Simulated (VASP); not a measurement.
Wanted: the native input for a VASP 6.6.1 run.

* Task: single point
* Functional: RPBE
* Potentials or basis: VASP PAW PBE potentials, release 64 (Ni)
* Cutoff: 520 eV
* k mesh: 16 × 16 × 9
* Occupations: fermi-dirac, width 0.05 eV
* Spin: collinear spin, ferromagnetic start
* Starting moments: [0.71, 0.71] μB
* Dipole correction: no
* Further INCAR settings: ALGO = Normal; EDIFF = 1e-07; NBANDS = 21

The structure of Ni lies in POSCAR:

```
Ni
1.0
    2.5789675221      0.0000000000      0.0000000000
   -1.2894837611      2.2334513897      0.0000000000
    0.0000000000      0.0000000000      4.2230105798
Ni
2
Direct
    0.3333333333      0.6666666667      0.2500000000
    0.6666666667      0.3333333333      0.7500000000
```

This cell differs from its parent crystal: volume scaled by 1.08.

One way to write it, as run:

INCAR

```
SYSTEM = Ni
ALGO     = Normal         ! electronic algorithm
EDIFF    = 1E-7           ! SCF threshold, eV
ENCUT    = 520            ! plane-wave cutoff, eV
GGA      = RP             ! functional
ISIF     = 2              ! what is computed and relaxed
ISMEAR   = -1             ! smearing method
ISPIN    = 2              ! spin polarisation
LASPH    = .TRUE.         ! aspherical terms in the spheres
LCHARG   = .TRUE.         ! write CHGCAR
LELF     = .TRUE.         ! ELF
LMAXMIX  = 4              ! l up to which the mixer works
LORBIT   = 11             ! projections on sites
LREAL    = .FALSE.        ! projectors in reciprocal space
LVHAR    = .TRUE.       
LWAVE    = .FALSE.        ! write WAVECAR
MAGMOM   = 0.71 0.71      ! initial moments
NBANDS   = 21             ! bands
NELM     = 150            ! most SCF steps
PREC     = Accurate       ! precision mode
SIGMA    = 0.05           ! smearing width, eV
```

KPOINTS

```
k-points
0
G
  16 16 9
  0 0 0
```

Potentials or basis: VASP PAW PBE potentials, release 64 (Ni).

The run is started by

```sh
$ cat potpaw_PBE.64/Ni/POTCAR > POTCAR
$ mpirun -np 1 vasp_std > vasp.out
```

It gave:

```
Pressure                                              : -11.0 GPa
Net moment                                            : 1.38 μB per cell
Site moments                                          : Ni +0.71 μB
Valence electrons inside the program's atomic spheres : Ni 9.13
```

Caveat: the PAW data sets were made with another functional, which shifts forces and pressure a little.

It took 3.9 min on 1 thread of AMD EPYC 7R13 (shared host), peak memory 0.19 GiB.
